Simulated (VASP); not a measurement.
# ZrB2 (P6/mmm) in VASP: further runs

ZrB2 is run at these levels: r2SCAN, PBE, PBE-based screened hybrid; tasks: relaxation of cell and atoms, single point.

Program: VASP 6.6.1. These are calculated values, not measurements. Logs are shortened: lines on timing, memory, paths and dates and some standing lists are left out, and cuts for length are marked.

### 1 The cell of the first run

It takes space group P6/mmm (No. 191, hexagonal). The conventional cell has a = 3.170 Å, b = 3.170 Å, c = 3.533 Å, α = 90.00°, β = 90.00°, γ = 120.00°. Within 3.4 Å of Zr (site symmetry 6/mmm) lie 12 B at 2.54 Å and 6 Zr at 3.17 Å. B (site symmetry -6m2) has 3 B at 1.83 Å within 2.4 Å.

### 2 Relaxation of cell and atoms, r2SCAN, target pressure 20 GPa, at which the enthalpy is minimised

POSCAR

```
ZrB2
1.0
    3.1700000000      0.0000000000      0.0000000000
   -1.5850000000      2.7453005300      0.0000000000
    0.0000000000      0.0000000000      3.5330000000
Zr B
1 2
Direct
    0.0000000000      0.0000000000      0.0000000000
    0.6666666667      0.3333333333      0.5000000000
    0.3333333333      0.6666666667      0.5000000000
```

INCAR.step1

```
ALGO = Normal ; EDIFF = 1E-4
ENCUT = 600 ; GGA = PE
ISMEAR = -1 ; LASPH = T
LCHARG = F ; LREAL = F
LWAVE = T ; NELM = 100
PREC = Accurate ; SIGMA = 0.05
```

INCAR.step2

```
ALGO = Normal ; EDIFF = 1E-6
EDIFFG = -0.01 ; ENCUT = 600
IBRION = 2 ; ISIF = 3
ISMEAR = -1 ; ISTART = 1
LASPH = T ; LCHARG = F
LMIXTAU = T ; LREAL = F
LWAVE = F ; METAGGA = R2SCAN
NELM = 100 ; NSW = 60
PREC = Accurate ; PSTRESS = 200.0
SIGMA = 0.05
```

KPOINTS

```
k-points
0
Gamma
  10 10 8
```

Potentials or basis: VASP PAW PBE potentials, release 64 (Zr_sv, B).

The run is started by

```sh
cat potpaw_PBE.64/Zr_sv/POTCAR potpaw_PBE.64/B/POTCAR > POTCAR
cp INCAR.step1 INCAR
mpirun -np 1 vasp_std > vasp.out
cp INCAR.step2 INCAR
mpirun -np 1 vasp_std > vasp.out
```

OUTCAR:

```text
EDIFF = 1E-6
   EDIFFG = -0.01
   ENCUT = 600
   IBRION = 2
   ISIF = 3
   ISMEAR = -1
   ISTART = 1
   LASPH = T
   LREAL = F
   METAGGA = R2SCAN
   NELM = 100
   NSW = 60
   PREC = Accurate
   PSTRESS = 200.0

 ion  position               nearest neighbor table
   1  0.000  0.000  0.000-   2 2.54   3 2.54   2 2.54   3 2.54   2 2.54   2 2.54   3 2.54   3 2.54
                             2 2.54   2 2.54   3 2.54   3 2.54
   2  0.667  0.333  0.500-   3 1.83   3 1.83   3 1.83   1 2.54   1 2.54   1 2.54   1 2.54   1 2.54
                             1 2.54
   3  0.333  0.667  0.500-   2 1.83   2 1.83   2 1.83   1 2.54   1 2.54   1 2.54   1 2.54   1 2.54
                             1 2.54

  LATTYP: Found a hexagonal cell.
 ALAT       =     3.1700000000
 C/A-ratio  =     1.1145110410

  Lattice vectors:

 A1 = (   3.1700000000,   0.0000000000,   0.0000000000)
 A2 = (  -1.5850000000,   2.7453005300,   0.0000000000)
 A3 = (   0.0000000000,   0.0000000000,   3.5330000000)

Analysis of symmetry for initial positions (statically):
=====================================================================
 Subroutine PRICEL returns:
 Original cell was already a primitive cell.

 Routine SETGRP: Setting up the symmetry group for a
 hexagonal supercell.

 Subroutine GETGRP returns: Found 24 space group operations
 (whereof 24 operations were pure point group operations)
 out of a pool of 24 trial point group operations.

The static configuration has the point symmetry D_6h.

Analysis of symmetry for dynamics (positions and initial velocities):
=====================================================================
 Subroutine PRICEL returns:
 Original cell was already a primitive cell.

 Routine SETGRP: Setting up the symmetry group for a
 hexagonal supercell.

 Subroutine GETGRP returns: Found 24 space group operations
 (whereof 24 operations were pure point group operations)
 out of a pool of 24 trial point group operations.

The dynamic configuration has the point symmetry D_6h.

 Subroutine INISYM returns: Found 24 space group operations
 (whereof 24 operations are pure point group operations),
 and found     1 'primitive' translations

----------------------------------------------------------------------------------------

                                     Primitive cell

  volume of cell :      30.7463

  direct lattice vectors                    reciprocal lattice vectors
     3.170000000  0.000000000  0.000000000     0.315457413  0.182129422  0.000000000
    -1.585000000  2.745300530  0.000000000     0.000000000  0.364258845  0.000000000
     0.000000000  0.000000000  3.533000000     0.000000000  0.000000000  0.283045570

  length of vectors
     3.170000000  3.170000000  3.533000000     0.364258845  0.364258845  0.283045570

  position of ions in fractional coordinates (direct lattice)
     0.000000000  0.000000000  0.000000000
     0.666666667  0.333333333  0.500000000
     0.333333333  0.666666667  0.500000000

  ion indices of the primitive-cell ions
   primitive index   ion index
                 1           1
                 2           2
                 3           3

----------------------------------------------------------------------------------------

 KPOINTS: k-points

Automatic generation of k-mesh.
 Grid dimensions read from file:
 generate k-points for:   10   10    8

 Generating k-lattice:

  Cartesian coordinates                     Fractional coordinates (reciprocal lattice)
     0.031545741  0.018212942  0.000000000     0.100000000  0.000000000  0.000000000
     0.000000000  0.036425884  0.000000000     0.000000000  0.100000000  0.000000000
     0.000000000  0.000000000  0.035380696     0.000000000  0.000000000  0.125000000

  Length of vectors
     0.036425884  0.036425884  0.035380696

  Shift w.r.t. Gamma in fractional coordinates (k-lattice)
     0.000000000  0.000000000  0.000000000

 Subroutine IBZKPT returns following result:
 ===========================================

 Found     70 irreducible k-points:

 Following reciprocal coordinates:
            Coordinates               Weight
  0.000000  0.000000  0.000000      1.000000
  0.100000 -0.000000  0.000000      6.000000
  0.200000 -0.000000  0.000000      6.000000
  0.300000  0.000000  0.000000      6.000000
  0.400000  0.000000  0.000000      6.000000
  0.500000  0.000000  0.000000      3.000000
[... 16 lines left out ...]
  0.300000  0.100000  0.125000     24.000000
  0.400000  0.100000  0.125000     24.000000
 [... further k-points ...]
   k-points           NKPTS =     70   k-points in BZ     NKDIM =     70   number of bands    NBANDS=     13
   number of dos      NEDOS =    301   number of ions     NIONS =      3
   total plane-waves  NPLWV =  21952
   dimension x,y,z NGX =    28 NGY =   28 NGZ =   28
   dimension x,y,z NGXF=    56 NGYF=   56 NGZF=   56
   ions per type =               1   2
   NGX,Y,Z   is equivalent  to a cutoff of  14.68, 14.68, 13.18 a.u.
   NGXF,Y,Z  is equivalent  to a cutoff of  29.37, 29.37, 26.35 a.u.
 SYSTEM =  unknown system
   PREC   = accura    normal or accurate (medium, high low for compatibility)
   ISTART =      1    job   : 0-new  1-cont  2-samecut
   ICHARG =      0    charge: 1-file 2-atom 10-const
   ISPIN  =      1    spin polarized calculation?
   LNONCOLLINEAR =      F non collinear calculations
   LSORBIT =      F    spin-orbit coupling
   LASPH  =      T    aspherical Exc in radial PAW
   ENCUT  =  600.0 eV  44.10 Ry    6.64 a.u.   6.33  6.33  7.06*2*pi/ulx,y,z
   NELM   =    100;   NELMIN=  2; NELMDL=  0     # of ELM steps
   EDIFF  = 0.1E-05   stopping-criterion for ELM
   LREAL  =      F    real-space projection
   EDIFFG = -.1E-01   stopping-criterion for IOM
   NSW    =     60    number of steps for IOM
   IBRION =      2    ionic relax: 0-MD 1-quasi-New 2-CG
   NFREE  =      1    steps in history (QN), initial steepest desc. (CG)
   ISIF   =      3    stress and relaxation
   ISYM   =      2    0-nonsym 1-usesym 2-fastsym
   POTIM  = 0.5000    time-step for ionic-motion
   TEBEG  =    0.0;   TEEND  =   0.0 temperature during run
   PSTRESS=  200.0 pullay stress
   NELECT =      18.0000    total number of electrons
   NUPDOWN=      -1.0000    fix difference up-down
   EMIN   =  10.00;   EMAX   =-10.00  energy-range for DOS
   EFERMI =   0.00;   METHOD = LEGACY
   ISMEAR =    -1;   SIGMA  =   0.05  broadening in eV -4-tet -1-fermi 0-gaus
   EFERMI_NEDOS =   21; number of points for ismear=-14 and -15
   IALGO  =     38    algorithm
   IMIX   =      4    mixing-type and parameters
     AMIX     =   0.40;   BMIX     =  1.00
     AMIX_MAG =   1.60;   BMIX_MAG =  1.00
  volume/ion in A,a.u.               =      10.25        69.16
  Fermi-wavevector in a.u.,A,eV,Ry     =   1.369519  2.588016 25.518847  1.875582
  Thomas-Fermi vector in A             =   2.495387
   LORBIT       =      0    0 simple, 1 ext, 2 COOP (PROOUT), +10 PAW based schemes
   METAGGA = R2SCAN    functional components
   LHFCALC =     F    Hartree Fock is set to
   AEXX    =    0.0000 exact exchange contribution
   IVDW    =     0    specifies the selected vdW correction
   LEPSILON=     F    determine dielectric tensor
   LRPA    =     F    only Hartree local field effects (RPA)
 conjugate gradient relaxation of ions
 non-spin polarized calculation
  energy-cutoff  :      600.00
  volume of cell :       30.75
 maximum number of plane-waves:      1046
 NGX is ok and might be reduce to    28
   NGX = 13   NGY = 13   NGZ = 15

--------------------------------------- Ionic step        1  -------------------------------------------

 number of electron      18.0000000 magnetization

 Free energy of the ion-electron system (eV)
  ---------------------------------------------------
  ext. energy  EPLUGINS =         0.00000000
  ---------------------------------------------------
  free energy    TOTEN  =       -40.63401569 eV

  energy without entropy =      -40.63119789  energy(sigma->0) =      -40.63260679

------------------------ aborting loop because EDIFF is reached ----------------------------------------

  FORCE on cell =-STRESS in cart. coord.  units (eV):
  Direction    XX          YY          ZZ          XY          YZ          ZX
  --------------------------------------------------------------------------------------
  -------------------------------------------------------------------------------------
  Total        0.0100125      0.0100125      0.4869650      0.0000000     -0.0000000     -0.0000000
  in kB        0.5217478      0.5217478     25.3755551      0.0000000     -0.0000000     -0.0000000
  external PRESSURE =    -191.1936498 kB  Pullay stress =     200.0000000 kB
[... 102 lines left out ...]
  enthalpy is  TOTEN    =       -36.9227339990 eV   P V=        3.5953496660

--------------------------------------- Ionic step        4  -------------------------------------------

 number of electron      18.0000000 magnetization

 Free energy of the ion-electron system (eV)
  ---------------------------------------------------
  ext. energy  EPLUGINS =         0.00000000
  ---------------------------------------------------
  free energy    TOTEN  =       -40.51074986 eV

  energy without entropy =      -40.50817185  energy(sigma->0) =      -40.50946086

 E-fermi :  11.3119     XC(G=0): -13.7344

 val. band max:       11.2899457784   @ k =   0.2000   0.2000   0.1250
 cond. band min:      11.4829327391   @ k =   0.1000  -0.0000   0.5000
 fundamental gap:      0.1929869607
 Fermi energy:        11.3118516582

 k-point     1 :       0.0000    0.0000    0.0000
  band No.  band energies     occupation
      1     -38.7869      2.00000
      2     -16.3214      2.00000
      3     -15.6327      2.00000
      4     -15.6327      2.00000
      5      -2.5594      2.00000
      6       8.4972      2.00000
      7       8.4972      2.00000
      8       8.5617      2.00000
      9       8.8141      2.00000
     10      15.3401      0.00000
     11      15.3401      0.00000
     12      16.1750      0.00000
     13      16.1750      0.00000
[... 353 lines left out ...]
 k-point    24 :       0.4000    0.1000    0.1250
  band No.  band energies     occupation
      1     -38.6156      2.00000
      2     -16.7968      2.00000
      3     -16.1375      2.00000
      4     -15.9741      2.00000
      5       1.2661      2.00000
      6       2.6196      2.00000
      7       6.7460      2.00000
      8       7.5388      2.00000
      9       9.0843      2.00000
     10      12.6818      0.00000
     11      15.6058      0.00000
     12      15.8724      0.00000
     13      17.7752      0.00000

 [... further k-points ...]
[... 5 lines left out ...]
  --------------------------------------------------------------------------------------
  -------------------------------------------------------------------------------------
  Total        3.5685087      3.5685087      3.5880398      0.0000000      0.0000000      0.0000000
  in kB      198.9213028    198.9213028    200.0100359      0.0000000      0.0000000      0.0000000
  external PRESSURE =      -0.7157862 kB  Pullay stress =     200.0000000 kB
[... 18 lines left out ...]
  FREE ENERGIE OF THE ION-ELECTRON SYSTEM (eV)
  ---------------------------------------------------
  free  energy   TOTEN  =       -40.5107498619 eV

  energy  without entropy=      -40.5081718496  energy(sigma->0) =      -40.50946086

  enthalpy is  TOTEN    =       -36.9228900652 eV   P V=        3.5878597967

 reached required accuracy - stopping structural energy minimisation
```

Wall time 5.5 min (1 thread of Intel Xeon Platinum 8559C (Emerald Rapids), shared host); peak memory 0.19 GiB.

Results:

* Free energy: -40.5107 eV
* Relaxed volume: 9.58 Å³/atom
* Relaxed cell: a = 3.097 Å, b = 3.097 Å, c = 3.461 Å, α = 90.00°, β = 90.00°, γ = 120.00°
* Space group after relaxing (to 0.05 Å): P6/mmm (No. 191)
* Energy change on relaxing (the enthalpy is what falls): +41.1 meV/atom
* Ionic steps: 4
* Pressure after relaxing: 19.9 GPa
* Band gap on the k mesh: zero (band 9 reaches 12.09 eV, above the bottom of band 10 at 11.12 eV)

The path:
```csv
step,energy change (eV),largest force (eV/Å),pressure (GPa),volume (Å³)
1,0.0000,0.0000,0.88,30.75
2,0.9155,0.0000,65.07,25.62
3,0.1159,0.0000,19.26,28.80
4,0.1233,0.0000,19.93,28.74
```

Final structure:
```cif
data_structure
_symmetry_space_group_name_H-M 'P 1'
_symmetry_Int_Tables_number 1
_cell_length_a 3.0965
_cell_length_b 3.0965
_cell_length_c 3.4613
_cell_angle_alpha 90.000
_cell_angle_beta 90.000
_cell_angle_gamma 120.000
_cell_volume 28.74
loop_
_atom_site_label
_atom_site_type_symbol
_atom_site_fract_x
_atom_site_fract_y
_atom_site_fract_z
_atom_site_occupancy
Zr1 Zr 0.00000 0.00000 0.00000 1
B1 B 0.66667 0.33333 0.50000 1
B2 B 0.33333 0.66667 0.50000 1
```

Levels at points of the mesh, in eV from the Fermi level:
```tsv
k point	band 5	band 6	band 7	band 8	band 9	band 10	band 11	band 12	band 13
(0.00, 0.00, 0.00)	-13.87	-2.81	-2.81	-2.75	-2.50	4.03	4.03	4.86	4.86
(0.50, 0.00, 0.00)	-9.76	-9.16	-4.33	-3.28	-2.91	2.50	2.73	5.72	5.84
(0.00, 0.00, 0.50)	-11.52	-7.51	-0.97	-0.97	0.50	0.50	1.00	1.00	2.20
(0.50, 0.00, 0.50)	-10.91	-7.54	-5.04	-4.54	-1.99	4.40	4.67	6.13	7.21
```

Caveat: the cell is relaxed towards a set pressure, so the enthalpy falls and the energy may rise; the PAW data sets were made with another functional, which shifts forces and pressure a little.

### 3 Relaxation of cell and atoms, r2SCAN, target pressure 30 GPa, at which the enthalpy is minimised

POSCAR is that of step 2.

INCAR.step1

```
ALGO = Normal
EDIFF = 1E-4
ENCUT = 600
GGA = PE
ISMEAR = -1
LASPH = True
LCHARG = False
LREAL = False
LWAVE = True
NELM = 60
PREC = Accurate
SIGMA = 0.05
```

INCAR.step2

```
ALGO = Normal
EDIFF = 1E-7
EDIFFG = -0.01
ENCUT = 600
IBRION = 2
ISIF = 3
ISMEAR = -1
ISTART = 1
LASPH = True
LCHARG = False
LMIXTAU = True
LREAL = False
LWAVE = False
METAGGA = R2SCAN
NELM = 60
NSW = 60
PREC = Accurate
PSTRESS = 300.0
SIGMA = 0.05
```

KPOINTS is that of step 2.

Potentials or basis: VASP PAW PBE potentials, release 64 (Zr_sv, B).

The run is started by

```sh
cat potpaw_PBE.64/Zr_sv/POTCAR potpaw_PBE.64/B/POTCAR > POTCAR
cp INCAR.step1 INCAR
mpirun -np 1 vasp_std > vasp.out
cp INCAR.step2 INCAR
mpirun -np 1 vasp_std > vasp.out
```

It took 16 min on 1 thread of Intel Xeon Platinum 8559C (Emerald Rapids), shared host; peak memory 0.2 GiB.

The run converged. Its results:

```
Free energy                                            : -40.3792 eV
Relaxed volume                                         : 9.30 Å³/atom
Relaxed cell                                           : a = 3.067 Å, b = 3.067 Å, c = 3.424 Å, α = 90.00°, β = 90.00°, γ = 120.00°
Space group after relaxing (to 0.05 Å)                 : P6/mmm (No. 191)
Energy change on relaxing (the enthalpy is what falls) : +84.9 meV/atom
Ionic steps                                            : 11
Pressure after relaxing                                : 30.0 GPa
Band gap on the k mesh                                 : zero (band 9 reaches 12.44 eV, above the bottom of band 10 at 11.45 eV)
```

The path:
```csv
step,energy change (eV),largest force (eV/Å),pressure (GPa),volume (Å³)
1,0.0000,0.0000,0.88,30.75
2,2.3014,0.0000,120.92,23.18
3,0.2249,0.0000,27.92,28.06
4,0.2499,0.0000,29.67,27.92
5,0.2602,0.0000,30.36,27.87
6,0.2464,0.0000,29.42,27.94
7,0.2543,0.0000,29.96,27.90
8,0.2541,0.0000,29.96,27.90
9,0.2502,0.0000,29.68,27.92
10,0.2539,0.0000,29.94,27.90
11,0.2548,0.0000,29.99,27.89
```

Final structure:
```xyz
3
Lattice="3.0668 0.0000 0.0000 -1.5334 2.6560 0.0000 0.0000 0.0000 3.4245" Properties=species:S:1:pos:R:3 pbc="T T T"
Zr    0.0000    0.0000    0.0000
B     1.5334    0.8853    1.7122
B     0.0000    1.7706    1.7122
```

Levels at points of the mesh, in eV from the Fermi level:
```
           k point  band 6  band 7  band 8  band 9  band 10  band 11  band 12  band 13
(0.00, 0.00, 0.00)   -2.88   -2.88   -2.81   -2.45     4.19     4.19     5.05     5.05
(0.50, 0.00, 0.00)   -9.14   -4.43   -3.30   -3.00     2.58     2.83     5.93     6.08
(0.00, 0.00, 0.50)   -7.58   -0.98   -0.98    0.51     0.51     1.03     1.03     2.31
(0.50, 0.00, 0.50)   -7.54   -5.15   -4.63   -1.88     4.60     4.84     6.37     7.54
```

Caveat: the cell is relaxed towards a set pressure, so the enthalpy falls and the energy may rise; the PAW data sets were made with another functional, which shifts forces and pressure a little.

### 4 Single point, PBE

INCAR

```
ALGO = Normal
EDIFF = 1E-6
ENCUT = 520
GGA = PE
ISIF = 2
ISMEAR = -1
LASPH = True
LCHARG = True
LELF = True
LREAL = False
LVHAR = True
LWAVE = False
NBANDS = 16
NELM = 100
PREC = Accurate
SIGMA = 0.05
```

KPOINTS

```
k-points
0
Gamma
  6 6 4
```

POSCAR is that of step 3.

The run is started by

```sh
cat potpaw_PBE.64/Zr_sv/POTCAR potpaw_PBE.64/B/POTCAR > POTCAR
mpirun -np 1 vasp_std > vasp.out
```

Wall time 8.6 s (1 thread of Intel Xeon 6975P-C, shared host); peak memory 0.14 GiB.

Results (log left out):

```yaml
Free_energy: -24.9324 eV
Pressure: 1.1 GPa
Band_gap_on_the_k_mesh: zero (band 9 reaches 10.85 eV, above the bottom of band 10 at 10.24 eV)
```

Stress tensor (GPa, compression positive):
```
1.62 0.00 0.00
0.00 1.62 0.00
0.00 0.00 0.08
```

Levels at points of the mesh, in eV from the Fermi level:
```
           k point  band 7  band 8  band 9  band 10  band 11  band 12
(0.00, 0.00, 0.00)   -2.29   -2.24   -2.01     3.74     3.74     4.52
(0.50, 0.00, 0.00)   -3.56   -2.72   -2.34     2.57     2.64     5.28
(0.00, 0.00, 0.50)   -0.63   -0.63    0.66     0.66     1.13     1.13
(0.50, 0.00, 0.50)   -4.28   -3.78   -1.67     4.07     4.41     5.65
```

Caveat: the k points lie up to 0.44 Å⁻¹ apart.

(Part 1 of 2 ends here.)
